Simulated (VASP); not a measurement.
# AlZn (Fm-3m) in VASP: further runs, part 2 of 2

VASP 6.6.1. The steps go on from the part before.

## (5) Single point, PBE

This run uses another cell than the first one, of 18.70 Å³/atom.

The input, INCAR:

```
SYSTEM = AlZn
ALGO = Normal
EDIFF = 1E-6
ENCUT = 520
GGA = PE
ISIF = 2
ISMEAR = 0
LASPH = .TRUE.
LCHARG = .FALSE.
LREAL = .FALSE.
LWAVE = .FALSE.
NBANDS = 14
NELM = 80
PREC = Accurate
SIGMA = 0.1
```

The input, KPOINTS:

```
k-points
0
G
  18 18 18
  0 0 0
```

The input, POSCAR:

```
AlZn
1.0
    0.0000000000      2.6541604653      2.6541604653
    2.6541604653      0.0000000000      2.6541604653
    2.6541604653      2.6541604653      0.0000000000
Al Zn
1 1
Direct
    0.0000000000      0.0000000000      0.0000000000
    0.5000000000      0.5000000000      0.5000000000
```

Potentials or basis: VASP PAW PBE potentials, release 64 (Al, Zn).

Command:

```sh
> cat potpaw_PBE.64/Al/POTCAR potpaw_PBE.64/Zn/POTCAR > POTCAR
> mpirun -np 1 vasp_std > vasp.out
```

OUTCAR:

```text
SYSTEM = AlZn
   EDIFF = 1E-6
   ENCUT = 520
   GGA = PE
   ISIF = 2
   ISMEAR = 0
   LASPH = .TRUE.
   LREAL = .FALSE.
   NELM = 80
   PREC = Accurate

 ion  position               nearest neighbor table
   1  0.000  0.000  0.000-   2 2.65   2 2.65   2 2.65   2 2.65   2 2.65   2 2.65
   2  0.500  0.500  0.500-   1 2.65   1 2.65   1 2.65   1 2.65   1 2.65   1 2.65

  LATTYP: Found a face centered cubic cell.
 ALAT       =     5.3083209306

  Lattice vectors:

 A1 = (   0.0000000000,   2.6541604653,   2.6541604653)
 A2 = (   2.6541604653,   0.0000000000,   2.6541604653)
 A3 = (   2.6541604653,   2.6541604653,   0.0000000000)

Analysis of symmetry for initial positions (statically):
=====================================================================
 Subroutine PRICEL returns:
 Original cell was already a primitive cell.

 Routine SETGRP: Setting up the symmetry group for a
 face centered cubic supercell.

 Subroutine GETGRP returns: Found 48 space group operations
 (whereof 48 operations were pure point group operations)
 out of a pool of 48 trial point group operations.

The static configuration has the point symmetry O_h .

Analysis of symmetry for dynamics (positions and initial velocities):
=====================================================================
 Subroutine PRICEL returns:
 Original cell was already a primitive cell.

 Routine SETGRP: Setting up the symmetry group for a
 face centered cubic supercell.

 Subroutine GETGRP returns: Found 48 space group operations
 (whereof 48 operations were pure point group operations)
 out of a pool of 48 trial point group operations.

The dynamic configuration has the point symmetry O_h .

 Subroutine INISYM returns: Found 48 space group operations
 (whereof 48 operations are pure point group operations),
 and found     1 'primitive' translations

----------------------------------------------------------------------------------------

                                     Primitive cell

  volume of cell :      37.3948

  direct lattice vectors                    reciprocal lattice vectors
     0.000000000  2.654160465  2.654160465    -0.188383486  0.188383486  0.188383486
     2.654160465  0.000000000  2.654160465     0.188383486 -0.188383486  0.188383486
     2.654160465  2.654160465  0.000000000     0.188383486  0.188383486 -0.188383486

  length of vectors
     3.753549727  3.753549727  3.753549727     0.326289768  0.326289768  0.326289768

  position of ions in fractional coordinates (direct lattice)
     0.000000000  0.000000000  0.000000000
     0.500000000  0.500000000  0.500000000

  ion indices of the primitive-cell ions
   primitive index   ion index
                 1           1
                 2           2

----------------------------------------------------------------------------------------

 KPOINTS: k-points

Automatic generation of k-mesh.
 Grid dimensions read from file:
 generate k-points for:   18   18   18

 Generating k-lattice:

  Cartesian coordinates                     Fractional coordinates (reciprocal lattice)
    -0.010465749  0.010465749  0.010465749     0.055555556  0.000000000  0.000000000
     0.010465749 -0.010465749  0.010465749     0.000000000  0.055555556  0.000000000
     0.010465749  0.010465749 -0.010465749     0.000000000  0.000000000  0.055555556

  Length of vectors
     0.018127209  0.018127209  0.018127209

  Shift w.r.t. Gamma in fractional coordinates (k-lattice)
     0.000000000  0.000000000  0.000000000

 Subroutine IBZKPT returns following result:
 ===========================================

 Found    195 irreducible k-points:

 Following reciprocal coordinates:
            Coordinates               Weight
  0.000000  0.000000  0.000000      1.000000
  0.055556  0.000000  0.000000      8.000000
  0.111111  0.000000  0.000000      8.000000
  0.166667  0.000000  0.000000      8.000000
  0.222222  0.000000  0.000000      8.000000
  0.277778  0.000000  0.000000      8.000000
[... 16 lines left out ...]
 -0.277778  0.055556  0.000000     24.000000
 -0.222222  0.055556  0.000000     24.000000
 [... further k-points ...]
   k-points           NKPTS =    195   k-points in BZ     NKDIM =    195   number of bands    NBANDS=     14
   number of dos      NEDOS =    301   number of ions     NIONS =      2
   total plane-waves  NPLWV =  21952
   dimension x,y,z NGX =    28 NGY =   28 NGZ =   28
   dimension x,y,z NGXF=    56 NGYF=   56 NGZF=   56
   ions per type =               1   1
   NGX,Y,Z   is equivalent  to a cutoff of  12.40, 12.40, 12.40 a.u.
   NGXF,Y,Z  is equivalent  to a cutoff of  24.80, 24.80, 24.80 a.u.
 SYSTEM =  AlZn
   PREC   = accura    normal or accurate (medium, high low for compatibility)
   ISTART =      0    job   : 0-new  1-cont  2-samecut
   ICHARG =      2    charge: 1-file 2-atom 10-const
   ISPIN  =      1    spin polarized calculation?
   LNONCOLLINEAR =      F non collinear calculations
   LSORBIT =      F    spin-orbit coupling
   LASPH  =      T    aspherical Exc in radial PAW
   ENCUT  =  520.0 eV  38.22 Ry    6.18 a.u.   6.98  6.98  6.98*2*pi/ulx,y,z
   NELM   =     80;   NELMIN=  2; NELMDL= -5     # of ELM steps
   EDIFF  = 0.1E-05   stopping-criterion for ELM
   LREAL  =      F    real-space projection
   EDIFFG = 0.1E-04   stopping-criterion for IOM
   NSW    =      0    number of steps for IOM
   IBRION =     -1    ionic relax: 0-MD 1-quasi-New 2-CG
   NFREE  =      0    steps in history (QN), initial steepest desc. (CG)
   ISIF   =      2    stress and relaxation
   ISYM   =      2    0-nonsym 1-usesym 2-fastsym
   POTIM  = 0.5000    time-step for ionic-motion
   TEBEG  =    0.0;   TEEND  =   0.0 temperature during run
   PSTRESS=    0.0 pullay stress
   NELECT =      15.0000    total number of electrons
   NUPDOWN=      -1.0000    fix difference up-down
   EMIN   =  10.00;   EMAX   =-10.00  energy-range for DOS
   EFERMI =   0.00;   METHOD = LEGACY
   ISMEAR =     0;   SIGMA  =   0.10  broadening in eV -4-tet -1-fermi 0-gaus
   EFERMI_NEDOS =   21; number of points for ismear=-14 and -15
   IALGO  =     38    algorithm
   IMIX   =      4    mixing-type and parameters
     AMIX     =   0.40;   BMIX     =  1.00
     AMIX_MAG =   1.60;   BMIX_MAG =  1.00
  volume/ion in A,a.u.               =      18.70       126.18
  Fermi-wavevector in a.u.,A,eV,Ry     =   1.207354  2.281569 19.833273  1.457704
  Thomas-Fermi vector in A             =   2.342994
   LORBIT       =      0    0 simple, 1 ext, 2 COOP (PROOUT), +10 PAW based schemes
   GGA     = PE    functional components
   LHFCALC =     F    Hartree Fock is set to
   AEXX    =    0.0000 exact exchange contribution
   IVDW    =     0    specifies the selected vdW correction
   LEPSILON=     F    determine dielectric tensor
   LRPA    =     F    only Hartree local field effects (RPA)
 non-spin polarized calculation
 Gauss-broadening in eV      SIGMA  =   0.10
  energy-cutoff  :      520.00
  volume of cell :       37.39
 maximum number of plane-waves:      1020
   NGX = 13   NGY = 13   NGZ = 13

 number of electron      15.0000016 magnetization

 Free energy of the ion-electron system (eV)
  ---------------------------------------------------
  ext. energy  EPLUGINS =         0.00000000
  ---------------------------------------------------
  free energy    TOTEN  =        -4.28497252 eV

  energy without entropy =       -4.28017662  energy(sigma->0) =       -4.28257457

 E-fermi :   4.0830     XC(G=0): -10.0796

 val. band max:        4.0746960001   @ k =   0.3889   0.3333   0.0556
 cond. band min:       4.0831580646   @ k =   0.3333   0.2222   0.0556
 fundamental gap:      0.0084620644
 Fermi energy:         4.0830328404

 k-point     1 :       0.0000    0.0000    0.0000
  band No.  band energies     occupation
      1      -5.4344      2.00000
      2      -3.3269      2.00000
      3      -3.3269      2.00000
      4      -3.2900      2.00000
      5      -3.2899      2.00000
      6      -3.2899      2.00000
      7       8.0924      0.00000
      8       8.0924      0.00000
      9       8.0924      0.00000
     10      11.8109      0.00000
     11      11.8109      0.00000
     12      11.8109      0.00000
     13      12.4450      0.00000
     14      14.2254      0.00000
[... 375 lines left out ...]
 k-point    24 :      -0.2222    0.0556    0.0000
  band No.  band energies     occupation
      1      -4.4880      2.00000
      2      -3.3675      2.00000
      3      -3.3593      2.00000
      4      -3.2976      2.00000
      5      -3.2409      2.00000
      6      -3.2193      2.00000
      7       3.6932      2.00000
      8       6.9017      0.00000
      9       8.4438      0.00000
     10      10.2459      0.00000
     11      11.0088      0.00000
     12      11.2732      0.00000
     13      13.3175      0.00000
     14      13.4715      0.00000

 [... further k-points ...]
[... 5 lines left out ...]
  --------------------------------------------------------------------------------------
  -------------------------------------------------------------------------------------
  Total        0.0374846      0.0374846      0.0374846     -0.0000000     -0.0000000     -0.0000000
  in kB        1.6060229      1.6060229      1.6060229     -0.0000000     -0.0000000     -0.0000000
  external PRESSURE =       1.6060229 kB  Pullay stress =       0.0000000 kB

 VOLUME and BASIS-vectors are now :
 -----------------------------------------------------------------------------
  energy-cutoff  :      520.00
  volume of cell :       37.39
      direct lattice vectors                 reciprocal lattice vectors
     0.000000000  2.654160465  2.654160465    -0.188383486  0.188383486  0.188383486
     2.654160465  0.000000000  2.654160465     0.188383486 -0.188383486  0.188383486
     2.654160465  2.654160465  0.000000000     0.188383486  0.188383486 -0.188383486

 POSITION                                       TOTAL-FORCE (eV/Angst)
 -----------------------------------------------------------------------------------
      0.00000      0.00000      0.00000        -0.000000      0.000000      0.000000
      2.65416      2.65416      2.65416         0.000000     -0.000000     -0.000000
 -----------------------------------------------------------------------------------
    total drift:                                0.000000      0.000000      0.000000

  FREE ENERGIE OF THE ION-ELECTRON SYSTEM (eV)
  ---------------------------------------------------
  free  energy   TOTEN  =        -4.2849725160 eV

  energy  without entropy=       -4.2801766202  energy(sigma->0) =       -4.28257457
```

It took 35 s on 1 thread of Intel Xeon 6975P-C (Granite Rapids), shared host; peak memory 0.23 GiB.

What came out:

```yaml
Free_energy: -4.2850 eV
Pressure: 0.2 GPa
Band_gap_on_the_k_mesh: zero (an odd number of electrons rules out a gap without spin polarisation)
```

Levels at points of the mesh, in eV from the Fermi level:
| k point | band 4 | band 5 | band 6 | band 7 | band 8 | band 9 | band 10 | band 11 |
| --- | --- | --- | --- | --- | --- | --- | --- | --- |
| (0.00, 0.00, 0.00) | -7.37 | -7.37 | -7.37 | 4.01 | 4.01 | 4.01 | 7.73 | 7.73 |
| (0.50, 0.00, 0.00) | -7.25 | -7.25 | -5.60 | -5.20 | 4.18 | 4.18 | 4.54 | 4.54 |
| (0.50, 0.50, 0.00) | -7.21 | -7.21 | -4.21 | -3.66 | 0.24 | 0.24 | 1.07 | 3.92 |

## (6) Relaxation of cell and atoms, PBE

This run uses another cell than the first one, of 18.65 Å³/atom.

The input, INCAR:

```
SYSTEM = AlZn
  PREC = Accurate
  ENCUT = 600
  EDIFF = 1E-7
  ISMEAR = 0
  SIGMA = 0.1
  LREAL = .False.
  LASPH = .True.
  NELM = 60
  ALGO = Fast
  ISIF = 3
  LWAVE = .False.
  LCHARG = .False.
  GGA = PE
  IBRION = 2
  NSW = 100
  EDIFFG = -0.01
```

The input, KPOINTS:

```
regular mesh
0
Gamma
  18 18 18
  0 0 0
```

The input, POSCAR:

```
AlZn
1.0
    0.0000000000      2.6520431719      2.6520431719
    2.6520431719      0.0000000000      2.6520431719
    2.6520431719      2.6520431719      0.0000000000
Al Zn
1 1
Direct
    0.0000000000      0.0000000000      0.0000000000
    0.5000000000      0.5000000000      0.5000000000
```

Potentials or basis: VASP PAW PBE potentials, release 64 (Al, Zn).

Command:

```sh
> cat potpaw_PBE.64/Al/POTCAR potpaw_PBE.64/Zn/POTCAR > POTCAR
> mpirun -np 1 vasp_std > vasp.out
```

Wall time 81 s (1 thread of Intel Xeon 6975P-C (Granite Rapids), shared host); peak memory 0.25 GiB.

The run converged. Its results:

```
Free energy                           : -4.2847 eV
Relaxed volume                        : 18.73 Å³/atom
Relaxed cell                          : a = 3.756 Å, b = 3.756 Å, c = 3.756 Å, α = 60.00°, β = 60.00°, γ = 60.00°
Space group after relaxing (to 0.1 Å) : Fm-3m (No. 225)
Energy gained by relaxing             : 0.1 meV/atom
Ionic steps                           : 2
Pressure after relaxing               : 0.0 GPa
Band gap on the k mesh                : zero (an odd number of electrons rules out a gap without spin polarisation)
```

Step by step:
```tsv
step	energy change (eV)	largest force (eV/Å)	pressure (GPa)	volume (Å³)
1	0.0000	0.0000	0.24	37.31
2	-0.0001	0.0000	0.04	37.46
```

Final structure:
```
Al Zn
1.0
     0.00000    2.65563    2.65563
     2.65563    0.00000    2.65563
     2.65563    2.65563    0.00000
Al Zn
1 1
Direct
  0.00000 0.00000 0.00000
  0.50000 0.50000 0.50000
```

Levels at points of the mesh, in eV from the Fermi level:
```csv
k point,band 5,band 6,band 7,band 8,band 9,band 10
"(0.00, 0.00, 0.00)",-7.37,-7.37,4.00,4.00,4.00,7.72
"(0.50, 0.00, 0.00)",-7.25,-5.60,-5.20,4.18,4.18,4.53
"(0.50, 0.50, 0.00)",-7.21,-4.21,-3.65,0.24,0.24,1.06
```

## (7) Summary

| task | cell | k mesh | cutoff (eV) | gap on the mesh (eV) | pressure (GPa) | relaxed volume (Å³/atom) |
| --- | --- | --- | --- | --- | --- | --- |
| single point | a = 3.471 Å, angles 60.0°, 2 atoms | 6 × 6 × 6 | 520 | none | 21.8 | - |
| single point | a = 3.751 Å, angles 60.0°, 2 atoms | 6 × 6 × 6 | 520 | none | 0.5 | - |
| relaxation of cell and atoms | relaxed from a = 3.471 Å, angles 60.0°, 2 atoms | 6 × 6 × 6 | 600 | none | 0.3 | 18.62 |
| single point | a = 3.754 Å, angles 60.0°, 2 atoms | 18 × 18 × 18 | 520 | none | 0.2 | - |
| relaxation of cell and atoms | relaxed from a = 3.751 Å, angles 60.0°, 2 atoms | 18 × 18 × 18 | 600 | none | 0.0 | 18.73 |

Alike in all rows: level PBE; potentials or basis VASP PAW PBE potentials, release 64 (Al, Zn); no spin polarisation; smearing gaussian 0.1 eV.

Caveats: some runs use coarse meshes; the volume moved by over 15 % at a fixed basis, so the end points are rough (at least some runs).

Absolute energies hang on the potentials; compare differences alone.

The gap in the log of VASP goes by the Fermi energy; the results here count the filled bands.